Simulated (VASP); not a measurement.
Write the native input for VASP 6.6.1 that does the following.

| Quantity | Value |
| --- | --- |
| Task | single point |
| Functional | PBEsol |
| Dispersion | D3(BJ) |
| Potentials or basis | VASP PAW PBE potentials, release 64 (Zr_sv, B) |
| Cutoff | 520 eV |
| k mesh | 8 × 8 × 8 |
| Occupations | gaussian, width 0.05 eV |
| Spin | no spin polarisation |
| Dipole correction | no |
| Further INCAR settings | ALGO = Normal; EDIFF = 1e-07; NBANDS = 16 |

The structure of ZrB2 lies in POSCAR:

```
ZrB2
1.0
    3.0927545572      0.0000000000      0.0000000000
   -1.5463772786      2.6784040142      0.0000000000
    0.0000000000      0.0000000000      3.4180135209
Zr B
1 2
Direct
    0.0000000000      0.0000000000      0.0000000000
    0.3333333333      0.6666666667      0.5000000000
    0.6666666667      0.3333333333      0.5000000000
```

This cell differs from its parent crystal: volume scaled by 0.96.

These files were run (other wordings do the same):

INCAR

```
SYSTEM = ZrB2
PREC = Accurate ; ENCUT = 520
EDIFF = 1E-7 ; ISMEAR = 0
SIGMA = 0.05 ; LREAL = .FALSE.
LASPH = .TRUE. ; NELM = 80
ALGO = Normal ; ISIF = 2
LWAVE = .FALSE. ; LCHARG = .TRUE.
GGA = PS ; IVDW = 12
LELF = .TRUE. ; LVHAR = .TRUE.
NBANDS = 16
```

KPOINTS

```
Automatic mesh
0
G
  8 8 8
  0 0 0
```

Potentials or basis: VASP PAW PBE potentials, release 64 (Zr_sv, B).

The run is started by

```console
$ cat potpaw_PBE.64/Zr_sv/POTCAR potpaw_PBE.64/B/POTCAR > POTCAR
$ mpirun -np 1 vasp_std > vasp.out
```

It gave:

```
Pressure                   : 12.1 GPa
Band gap on the k mesh     : zero (band 9 reaches 11.89 eV, above the bottom of band 10 at 11.29 eV)
Dispersion energy per atom : -0.396 eV
```

Caveat: the PAW data sets were made with another functional, which shifts forces and pressure a little; pairwise dispersion overbinds metals, which lowers pressure and volume.

Run time: 16 s on 1 thread of AMD EPYC 9R45 96-Core Processor (Zen 5), on a shared host, peak memory 0.14 GiB.
